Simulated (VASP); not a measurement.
# InSe (P-1) in VASP: single point with PBEsol

Aim: the single point of InSe with PBEsol.

Program: VASP 6.6.1. These are calculated values, not measurements. Logs are shortened: lines on timing, memory, paths and dates and some standing lists are left out, and cuts for length are marked.

### 1 The cell of the first run

The typed cell holds 4 atoms: a = 6.179 Å, b = 6.257 Å, c = 4.580 Å, α = 107.81°, β = 108.52°, γ = 38.60°.

### 2 Single point, PBEsol (equal xy, yz and zx shear strains of +2 %)

INCAR reads:

```
SYSTEM = InSe
PREC = Accurate
ENCUT = 520
EDIFF = 1E-6
ISMEAR = -1
SIGMA = 0.02
LREAL = .False.
LASPH = .True.
NELM = 100
ALGO = Normal
ISIF = 2
LWAVE = .False.
LCHARG = .True.
GGA = PS
LELF = .True.
LVHAR = .True.
NBANDS = 27
```

KPOINTS reads:

```
regular mesh
0
Gamma
  7 7 6
  0 0 0
```

POSCAR reads:

```
InSe
1.0
    5.8473526766     -1.9963209732      0.0381290268
    5.8884526766      2.1136790268      0.0792290268
   -1.5561791321      0.0272424071      4.3076622494
In Se
2 2
Direct
    0.8840000000      0.8840000000      0.0050000000
    0.1160000000      0.1160000000      0.9950000000
    0.6600000000      0.6600000000      0.6420000000
    0.3400000000      0.3400000000      0.3580000000
```

Potentials or basis: VASP PAW PBE potentials, release 64 (In_d, Se).

The run is started by

```sh
$ cat potpaw_PBE.64/In_d/POTCAR potpaw_PBE.64/Se/POTCAR > POTCAR
$ mpirun -np 1 vasp_std > vasp.out
```

OUTCAR:

```text
SYSTEM = InSe
   PREC = Accurate
   ENCUT = 520
   EDIFF = 1E-6
   ISMEAR = -1
   LREAL = .False.
   LASPH = .True.
   NELM = 100
   ISIF = 2
   GGA = PS

 ion  position               nearest neighbor table
   1  0.884  0.884  0.005-   3 2.61   2 2.74   4 2.76   4 2.77   2 3.71   2 3.78
   2  0.116  0.116  0.995-   4 2.61   1 2.74   3 2.76   3 2.77   1 3.71   1 3.78
   3  0.660  0.660  0.642-   1 2.61   2 2.76   2 2.77
   4  0.340  0.340  0.358-   2 2.61   1 2.76   1 2.77

  LATTYP: Found a triclinic cell.
 ALAT       =     8.4261340364
 B/A-ratio  =     0.4878169469
 C/A-ratio  =     0.5435727928
 COS(alpha) =     0.0119539666
 COS(beta)  =     0.2387633234
 COS(gamma) =     0.7177293160

  Lattice vectors:

 A1 = (   5.8062526766,  -6.1063209732,  -0.0029709732)
 A2 = (  -0.0411000000,  -4.1100000000,  -0.0411000000)
 A3 = (   1.5561791321,  -0.0272424071,  -4.3076622494)

Analysis of symmetry for initial positions (statically):
=====================================================================
 Subroutine PRICEL returns:
 Original cell was already a primitive cell.

 Routine SETGRP: Setting up the symmetry group for a
 triclinic supercell.

 Subroutine GETGRP returns: Found  2 space group operations
 (whereof  2 operations were pure point group operations)
 out of a pool of  2 trial point group operations.

The static configuration has the point symmetry S_2 .

Analysis of symmetry for dynamics (positions and initial velocities):
=====================================================================
 Subroutine PRICEL returns:
 Original cell was already a primitive cell.

 Routine SETGRP: Setting up the symmetry group for a
 triclinic supercell.

 Subroutine GETGRP returns: Found  2 space group operations
 (whereof  2 operations were pure point group operations)
 out of a pool of  2 trial point group operations.

The dynamic configuration has the point symmetry S_2 .

 Subroutine INISYM returns: Found  2 space group operations
 (whereof  2 operations are pure point group operations),
 and found     1 'primitive' translations

----------------------------------------------------------------------------------------

                                     Primitive cell

  volume of cell :     104.2429

  direct lattice vectors                    reciprocal lattice vectors
[... 84 lines left out ...]
   ICHARG =      2    charge: 1-file 2-atom 10-const
   ISPIN  =      1    spin polarized calculation?
   LNONCOLLINEAR =      F non collinear calculations
   LSORBIT =      F    spin-orbit coupling
   LASPH  =      T    aspherical Exc in radial PAW
   ENCUT  =  520.0 eV  38.22 Ry    6.18 a.u.  11.49 11.63  8.52*2*pi/ulx,y,z
   NELM   =    100;   NELMIN=  2; NELMDL= -5     # of ELM steps
   EDIFF  = 0.1E-05   stopping-criterion for ELM
   LREAL  =      F    real-space projection
   EDIFFG = 0.1E-04   stopping-criterion for IOM
   NSW    =      0    number of steps for IOM
   IBRION =     -1    ionic relax: 0-MD 1-quasi-New 2-CG
   NFREE  =      0    steps in history (QN), initial steepest desc. (CG)
   ISIF   =      2    stress and relaxation
   ISYM   =      2    0-nonsym 1-usesym 2-fastsym
   POTIM  = 0.5000    time-step for ionic-motion
   TEBEG  =    0.0;   TEEND  =   0.0 temperature during run
   PSTRESS=    0.0 pullay stress
   NELECT =      38.0000    total number of electrons
   NUPDOWN=      -1.0000    fix difference up-down
   EMIN   =  10.00;   EMAX   =-10.00  energy-range for DOS
   EFERMI =   0.00;   METHOD = LEGACY
   ISMEAR =    -1;   SIGMA  =   0.02  broadening in eV -4-tet -1-fermi 0-gaus
   EFERMI_NEDOS =   21; number of points for ismear=-14 and -15
   IALGO  =     38    algorithm
   IMIX   =      4    mixing-type and parameters
     AMIX     =   0.40;   BMIX     =  1.00
     AMIX_MAG =   1.60;   BMIX_MAG =  1.00
  volume/ion in A,a.u.               =      26.06       175.87
  Fermi-wavevector in a.u.,A,eV,Ry     =   1.169465  2.209968 18.607984  1.367648
  Thomas-Fermi vector in A             =   2.305937
   LORBIT       =      0    0 simple, 1 ext, 2 COOP (PROOUT), +10 PAW based schemes
   GGA     = PS    functional components
   LHFCALC =     F    Hartree Fock is set to
   AEXX    =    0.0000 exact exchange contribution
   IVDW    =     0    specifies the selected vdW correction
   LEPSILON=     F    determine dielectric tensor
   LRPA    =     F    only Hartree local field effects (RPA)
 non-spin polarized calculation
  energy-cutoff  :      520.00
  volume of cell :      104.24
 maximum number of plane-waves:      2836
 NGX is ok and might be reduce to    48
   NGX = 23   NGY = 23   NGZ = 17

 number of electron      38.0000001 magnetization

 Free energy of the ion-electron system (eV)
  ---------------------------------------------------
  ext. energy  EPLUGINS =         0.00000000
  ---------------------------------------------------
  free energy    TOTEN  =       -15.47212540 eV

  energy without entropy =      -15.47212540  energy(sigma->0) =      -15.47212540

 E-fermi :   5.1996     XC(G=0):  -9.7677

 val. band max:        4.8222488652   @ k =  -0.2857  -0.2857   0.3333
 cond. band min:       5.6179141085   @ k =   0.4286   0.4286   0.0000
 fundamental gap:      0.7956652433
 Fermi energy:         5.1995530453

 k-point     1 :       0.0000    0.0000    0.0000
  band No.  band energies     occupation
      1      -9.8235      2.00000
      2      -9.7912      2.00000
      3      -9.4914      2.00000
      4      -9.4697      2.00000
      5      -9.4323      2.00000
      6      -9.4300      2.00000
[... 709 lines left out ...]
     26      11.1638      0.00000
     27      11.2675      0.00000

 [... further k-points ...]
[... 5 lines left out ...]
  --------------------------------------------------------------------------------------
  -------------------------------------------------------------------------------------
  Total        0.9761439     -0.7923121     -0.6480453     -0.2017672     -0.2484414      0.7901717
  in kB       15.0029944    -12.1775642     -9.9602335     -3.1010924     -3.8184588     12.1446664
  external PRESSURE =      -2.3782678 kB  Pullay stress =       0.0000000 kB

 VOLUME and BASIS-vectors are now :
 -----------------------------------------------------------------------------
  energy-cutoff  :      520.00
  volume of cell :      104.24
      direct lattice vectors                 reciprocal lattice vectors
     5.847352677 -1.996320973  0.038129027     0.087323525 -0.244513165  0.033092700
     5.888452677  2.113679027  0.079229027     0.082504571  0.242201219  0.028273746
    -1.556179132  0.027242407  4.307662249    -0.002290411 -0.002290411  0.231331532

 POSITION                                       TOTAL-FORCE (eV/Angst)
 -----------------------------------------------------------------------------------
     10.36667      0.10388      0.12528        -0.256472      0.024450      0.423172
     -0.18704      0.04072      4.29974         0.256472     -0.024450     -0.423172
      6.74656      0.09495      2.84298        -0.554200      0.082323      0.049225
      3.43306      0.04965      1.58204         0.554200     -0.082323     -0.049225
 -----------------------------------------------------------------------------------
    total drift:                               -0.000000     -0.000000      0.000000

  FREE ENERGIE OF THE ION-ELECTRON SYSTEM (eV)
  ---------------------------------------------------
  free  energy   TOTEN  =       -15.4721254005 eV

  energy  without entropy=      -15.4721254004  energy(sigma->0) =      -15.47212540
```

It took 7.5 min on 1 thread of Intel Xeon 6975P-C, shared host; peak memory 0.53 GiB.

What came out:

| Quantity | Value |
| --- | --- |
| Free energy | -15.4721 eV |
| Pressure | -0.2 GPa |
| Largest force | 0.562 eV/Å |
| Band gap on the k mesh | 0.80 eV, indirect (least direct gap 1.23 eV) |

Forces on the atoms (eV/Å):
```
In  -0.256  0.024  0.423
In   0.256 -0.024 -0.423
Se  -0.554  0.082  0.049
Se   0.554 -0.082 -0.049
```

Levels at points of the mesh, in eV from the valence-band top:
| k point | band 17 | band 18 | band 19 | band 20 | band 21 | band 22 |
| --- | --- | --- | --- | --- | --- | --- |
| (0.00, 0.00, 0.00) | -2.34 | -1.80 | -1.20 | 2.69 | 3.40 | 4.26 |
| (0.00, 0.00, 0.50) | -1.62 | -1.22 | -0.37 | 0.99 | 2.17 | 3.29 |

Caveat: the cell differs from its parent crystal (equal xy, yz and zx shear strains of +2 %); the PAW data sets were made with another functional, which shifts forces and pressure a little; spin-orbit coupling is left out, which moves the levels of the heavy elements.
